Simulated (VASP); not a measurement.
# AlRu in VASP: a series of runs

Aim: see how the results for AlRu move with the level of theory and the settings. Levels: PBEsol, PBE. Tasks: single point, relaxation of volume and atoms at fixed shape, relaxation of the atoms.

Everything below comes from runs of VASP 6.6.1. Logs are shortened: lines on timing, memory, paths and dates and some standing lists are left out, and cuts for length are marked.

**1. The cell of the first run**

It takes space group P4mm (No. 99, tetragonal). The conventional cell has a = 2.982 Å, b = 2.982 Å, c = 2.982 Å, α = 90.00°, β = 90.00°, γ = 90.00°. Within 3.4 Å of Al (site symmetry 4mm) lie 8 Ru at 2.55 to 2.61 Å and 6 Al at 2.98 Å. Ru (site symmetry 4mm) has 8 Al at 2.55 to 2.61 Å and 6 Ru at 2.98 Å within 3.4 Å.

**2. Single point, PBEsol**

File INCAR:

```
SYSTEM = AlRu
PREC = Accurate ; ENCUT = 520
EDIFF = 1E-7 ; ISMEAR = 0
SIGMA = 0.1 ; LREAL = .False.
LASPH = .True. ; NELM = 100
ALGO = Fast ; ISIF = 2
LWAVE = .False. ; LCHARG = .False.
GGA = PS ; NBANDS = 16
```

File KPOINTS:

```
regular mesh
0
Gamma
  6 6 6
  0 0 0
```

File POSCAR:

```
AlRu
1.0
    2.9824954400      0.0000000000      0.0000000000
    0.0000000000      2.9824954400      0.0000000000
    0.0000000000      0.0000000000      2.9824954400
Al Ru
1 1
Direct
    0.0000000000      0.0000000000      0.0000000000
    0.5000000000      0.5167644850      0.5000000000
```

Potentials or basis: VASP PAW PBE potentials, release 64 (Al, Ru_pv).

Launch:

```sh
> cat potpaw_PBE.64/Al/POTCAR potpaw_PBE.64/Ru_pv/POTCAR > POTCAR
> mpirun -np 1 vasp_std > vasp.out
```

OUTCAR:

```text
SYSTEM = AlRu
   PREC = Accurate
   ENCUT = 520
   EDIFF = 1E-7
   ISMEAR = 0
   LREAL = .False.
   LASPH = .True.
   NELM = 100
   ISIF = 2
   GGA = PS

 ion  position               nearest neighbor table
   1  0.000  0.000  0.000-   2 2.55   2 2.55   2 2.55   2 2.55   2 2.61   2 2.61   2 2.61   2 2.61

   2  0.500  0.517  0.500-   1 2.55   1 2.55   1 2.55   1 2.55   1 2.61   1 2.61   1 2.61   1 2.61

  LATTYP: Found a simple cubic cell.
 ALAT       =     2.9824954400

  Lattice vectors:

 A1 = (   2.9824954400,   0.0000000000,   0.0000000000)
 A2 = (   0.0000000000,   2.9824954400,   0.0000000000)
 A3 = (   0.0000000000,   0.0000000000,   2.9824954400)

Analysis of symmetry for initial positions (statically):
=====================================================================
 Subroutine PRICEL returns:
 Original cell was already a primitive cell.

 Routine SETGRP: Setting up the symmetry group for a
 simple cubic supercell.

 Subroutine GETGRP returns: Found  8 space group operations
 (whereof  8 operations were pure point group operations)
 out of a pool of 48 trial point group operations.

The static configuration has the point symmetry C_4v.

Analysis of symmetry for dynamics (positions and initial velocities):
=====================================================================
 Subroutine PRICEL returns:
 Original cell was already a primitive cell.

 Routine SETGRP: Setting up the symmetry group for a
 simple cubic supercell.

 Subroutine GETGRP returns: Found  8 space group operations
 (whereof  8 operations were pure point group operations)
 out of a pool of 48 trial point group operations.

The dynamic configuration has the point symmetry C_4v.

 Subroutine INISYM returns: Found  8 space group operations
 (whereof  8 operations are pure point group operations),
 and found     1 'primitive' translations

----------------------------------------------------------------------------------------

                                     Primitive cell

  volume of cell :      26.5301

  direct lattice vectors                    reciprocal lattice vectors
     2.982495440  0.000000000  0.000000000     0.335289700  0.000000000  0.000000000
     0.000000000  2.982495440  0.000000000     0.000000000  0.335289700  0.000000000
     0.000000000  0.000000000  2.982495440     0.000000000  0.000000000  0.335289700

  length of vectors
     2.982495440  2.982495440  2.982495440     0.335289700  0.335289700  0.335289700

  position of ions in fractional coordinates (direct lattice)
     0.000000000  0.000000000  0.000000000
     0.500000000  0.516764485  0.500000000

  ion indices of the primitive-cell ions
   primitive index   ion index
                 1           1
                 2           2

----------------------------------------------------------------------------------------

 KPOINTS: regular mesh

Automatic generation of k-mesh.
 Grid dimensions read from file:
 generate k-points for:    6    6    6

 Generating k-lattice:

  Cartesian coordinates                     Fractional coordinates (reciprocal lattice)
     0.055881617  0.000000000  0.000000000     0.166666667  0.000000000  0.000000000
     0.000000000  0.055881617  0.000000000     0.000000000  0.166666667  0.000000000
     0.000000000  0.000000000  0.055881617     0.000000000  0.000000000  0.166666667

  Length of vectors
     0.055881617  0.055881617  0.055881617

  Shift w.r.t. Gamma in fractional coordinates (k-lattice)
     0.000000000  0.000000000  0.000000000

 Subroutine IBZKPT returns following result:
 ===========================================

 Found     40 irreducible k-points:

 Following reciprocal coordinates:
            Coordinates               Weight
  0.000000  0.000000  0.000000      1.000000
  0.166667  0.000000  0.000000      4.000000
  0.000000  0.166667  0.000000      2.000000
  0.333333  0.000000  0.000000      4.000000
  0.000000  0.333333  0.000000      2.000000
  0.500000  0.000000  0.000000      2.000000
[... 16 lines left out ...]
  0.166667  0.166667  0.166667      8.000000
  0.333333  0.166667  0.166667     16.000000
 [... further k-points ...]
   k-points           NKPTS =     40   k-points in BZ     NKDIM =     40   number of bands    NBANDS=     16
   number of dos      NEDOS =    301   number of ions     NIONS =      2
   total plane-waves  NPLWV =  13824
   dimension x,y,z NGX =    24 NGY =   24 NGZ =   24
   dimension x,y,z NGXF=    48 NGYF=   48 NGZF=   48
   ions per type =               1   1
   NGX,Y,Z   is equivalent  to a cutoff of  13.38, 13.38, 13.38 a.u.
   NGXF,Y,Z  is equivalent  to a cutoff of  26.76, 26.76, 26.76 a.u.
 SYSTEM =  AlRu
   PREC   = accura    normal or accurate (medium, high low for compatibility)
   ISTART =      0    job   : 0-new  1-cont  2-samecut
   ICHARG =      2    charge: 1-file 2-atom 10-const
   ISPIN  =      1    spin polarized calculation?
   LNONCOLLINEAR =      F non collinear calculations
   LSORBIT =      F    spin-orbit coupling
   LASPH  =      T    aspherical Exc in radial PAW
   ENCUT  =  520.0 eV  38.22 Ry    6.18 a.u.   5.55  5.55  5.55*2*pi/ulx,y,z
   NELM   =    100;   NELMIN=  2; NELMDL= -5     # of ELM steps
   EDIFF  = 0.1E-06   stopping-criterion for ELM
   LREAL  =      F    real-space projection
   EDIFFG = 0.1E-05   stopping-criterion for IOM
   NSW    =      0    number of steps for IOM
   IBRION =     -1    ionic relax: 0-MD 1-quasi-New 2-CG
   NFREE  =      0    steps in history (QN), initial steepest desc. (CG)
   ISIF   =      2    stress and relaxation
   ISYM   =      2    0-nonsym 1-usesym 2-fastsym
   POTIM  = 0.5000    time-step for ionic-motion
   TEBEG  =    0.0;   TEEND  =   0.0 temperature during run
   PSTRESS=    0.0 pullay stress
   NELECT =      17.0000    total number of electrons
   NUPDOWN=      -1.0000    fix difference up-down
   EMIN   =  10.00;   EMAX   =-10.00  energy-range for DOS
   EFERMI =   0.00;   METHOD = LEGACY
   ISMEAR =     0;   SIGMA  =   0.10  broadening in eV -4-tet -1-fermi 0-gaus
   EFERMI_NEDOS =   21; number of points for ismear=-14 and -15
   IALGO  =     68    algorithm
   IMIX   =      4    mixing-type and parameters
     AMIX     =   0.40;   BMIX     =  1.00
     AMIX_MAG =   1.60;   BMIX_MAG =  1.00
  volume/ion in A,a.u.               =      13.27        89.52
  Fermi-wavevector in a.u.,A,eV,Ry     =   1.411382  2.667126 27.102807  1.992000
  Thomas-Fermi vector in A             =   2.533239
   LORBIT       =      0    0 simple, 1 ext, 2 COOP (PROOUT), +10 PAW based schemes
   GGA     = PS    functional components
   LHFCALC =     F    Hartree Fock is set to
   AEXX    =    0.0000 exact exchange contribution
   IVDW    =     0    specifies the selected vdW correction
   LEPSILON=     F    determine dielectric tensor
   LRPA    =     F    only Hartree local field effects (RPA)
 non-spin polarized calculation
 RMM-DIIS sequential band-by-band and
 Gauss-broadening in eV      SIGMA  =   0.10
  energy-cutoff  :      520.00
  volume of cell :       26.53
 maximum number of plane-waves:       739
 NGX is ok and might be reduce to    24
   NGX = 11   NGY = 11   NGZ = 11

 number of electron      16.9999996 magnetization

 Free energy of the ion-electron system (eV)
  ---------------------------------------------------
  ext. energy  EPLUGINS =         0.00000000
  ---------------------------------------------------
  free energy    TOTEN  =       -15.51515006 eV

  energy without entropy =      -15.50293532  energy(sigma->0) =      -15.50904269

 E-fermi :  10.5933     XC(G=0): -12.7356

 val. band max:       10.5324369845   @ k =   0.1667   0.0000   0.1667
 cond. band min:      10.5934392493   @ k =   0.0000   0.3333   0.1667
 fundamental gap:      0.0610022648
 Fermi energy:        10.5932767624

 k-point     1 :       0.0000    0.0000    0.0000
  band No.  band energies     occupation
      1     -31.0024      2.00000
      2     -31.0024      2.00000
      3     -31.0024      2.00000
      4       0.9878      2.00000
      5       7.0905      2.00000
      6       7.0923      2.00000
[... 8 lines left out ...]
     15      22.6766      0.00000
     16      25.9593      0.00000

 k-point     2 :       0.1667    0.0000    0.0000
  band No.  band energies     occupation
      1     -31.0574      2.00000
      2     -30.9978      2.00000
      3     -30.9978      2.00000
      4       1.5179      2.00000
      5       7.2283      2.00000
      6       7.2729      2.00000
[... 8 lines left out ...]
     15      23.0637      0.00000
     16      27.7008      0.00000

 k-point     3 :       0.0000    0.1667    0.0000
  band No.  band energies     occupation
      1     -31.0574      2.00000
      2     -30.9978      2.00000
      3     -30.9978      2.00000
      4       1.5176      2.00000
      5       7.2292      2.00000
      6       7.2714      2.00000
[... 8 lines left out ...]
     15      23.0734      0.00000
     16      27.6991      0.00000

 k-point     4 :       0.3333    0.0000    0.0000
  band No.  band energies     occupation
      1     -31.1663      2.00000
      2     -30.9885      2.00000
      3     -30.9884      2.00000
      4       2.9790      2.00000
      5       6.8250      2.00000
      6       7.6755      2.00000
[... 8 lines left out ...]
     15      23.8980      0.00000
     16      25.7745      0.00000
[... 324 lines left out ...]
 k-point    22 :       0.5000    0.0000    0.5000
  band No.  band energies     occupation
      1     -31.1923      2.00000
      2     -31.1923      2.00000
      3     -30.9649      2.00000
      4       4.6298      2.00000
      5       7.6062      2.00000
      6       9.3091      2.00000
[... 8 lines left out ...]
     15      25.2013      0.00000
     16      25.2013      0.00000

 k-point    23 :       0.1667    0.1667    0.1667
  band No.  band energies     occupation
      1     -31.0506      2.00000
      2     -31.0453      2.00000
      3     -31.0453      2.00000
      4       2.5011      2.00000
      5       7.6221      2.00000
      6       7.6244      2.00000
[... 8 lines left out ...]
     15      23.2555      0.00000
     16      25.6630      0.00000

 k-point    24 :       0.3333    0.1667    0.1667
  band No.  band energies     occupation
      1     -31.1537      2.00000
      2     -31.0380      2.00000
      3     -31.0352      2.00000
      4       3.7681      2.00000
      5       7.1812      2.00000
      6       7.9164      2.00000
[... 8 lines left out ...]
     15      22.7000      0.00000
     16      26.3831      0.00000

 [... further k-points ...]
[... 5 lines left out ...]
  --------------------------------------------------------------------------------------
  -------------------------------------------------------------------------------------
  Total       -0.1849837     -0.2228462     -0.1849837     -0.0000000     -0.0000000      0.0000000
  in kB      -11.1713253    -13.4578767    -11.1713253     -0.0000000     -0.0000000      0.0000000
  external PRESSURE =     -11.9335091 kB  Pullay stress =       0.0000000 kB

 VOLUME and BASIS-vectors are now :
 -----------------------------------------------------------------------------
  energy-cutoff  :      520.00
  volume of cell :       26.53
      direct lattice vectors                 reciprocal lattice vectors
     2.982495440  0.000000000  0.000000000     0.335289700  0.000000000  0.000000000
     0.000000000  2.982495440  0.000000000     0.000000000  0.335289700  0.000000000
     0.000000000  0.000000000  2.982495440     0.000000000  0.000000000  0.335289700

 POSITION                                       TOTAL-FORCE (eV/Angst)
 -----------------------------------------------------------------------------------
      0.00000      0.00000      0.00000        -0.000000      0.394098      0.000000
      1.49125      1.54125      1.49125         0.000000     -0.394098     -0.000000
 -----------------------------------------------------------------------------------
    total drift:                                0.000000     -0.000156     -0.000001

  FREE ENERGIE OF THE ION-ELECTRON SYSTEM (eV)
  ---------------------------------------------------
  free  energy   TOTEN  =       -15.5151500573 eV

  energy  without entropy=      -15.5029353167  energy(sigma->0) =      -15.50904269
```

Run time: 12 s. Hardware: 1 thread of Intel Xeon 6975P-C, shared host; peak memory 0.14 GiB.

What came out:

```
Free energy   : -15.5152 eV
Pressure      : -1.2 GPa
Largest force : 0.394 eV/Å
```

Forces in eV/Å, atoms in the order of the input:
```
Al   0.000  0.394  0.000
Ru   0.000 -0.394  0.000
```

Stress tensor (GPa, compression positive):
```
-1.12  0.00  0.00
 0.00 -1.35  0.00
 0.00  0.00 -1.12
```

Caveat: the PAW data sets were made with another functional, which shifts forces and pressure a little.

[end of part 1 of 2]
